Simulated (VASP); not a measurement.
Crystal: RbBr.

```
CELL_PARAMETERS angstrom
0.00000 3.46083 3.46083
3.56396 0.00000 3.46083
3.56396 3.46083 0.00000
ATOMIC_POSITIONS crystal
Rb 0.00000 0.00000 0.00000
Br 0.50000 0.50000 0.50000
```

This cell differs from its parent crystal: uniaxial x strain +3.0%.

Base run:

- Program: VASP 6.6.1
- Functional: r2SCAN
- Potentials or basis: VASP PAW PBE potentials, release 64 (Rb_sv, Br)
- Cutoff: 520 eV
- k mesh: 6 × 6 × 6
- Occupations: gaussian, width 0.01 eV
- Spin: no spin polarisation

Its results: band gap on the k mesh 4.81 eV, direct; pressure -0.3 GPa.

**Question.** The run is repeated on the same cell with these changes: functional from r2SCAN to PBE; occupations from gaussian, width 0.01 eV to fermi-dirac, width 0.02 eV. What comes out?

**Answer.** Band gap on the k mesh 4.21 eV, direct; pressure 0.2 GPa.

Caveats: the PAW data sets were made with another functional, which shifts forces and pressure a little (some runs).

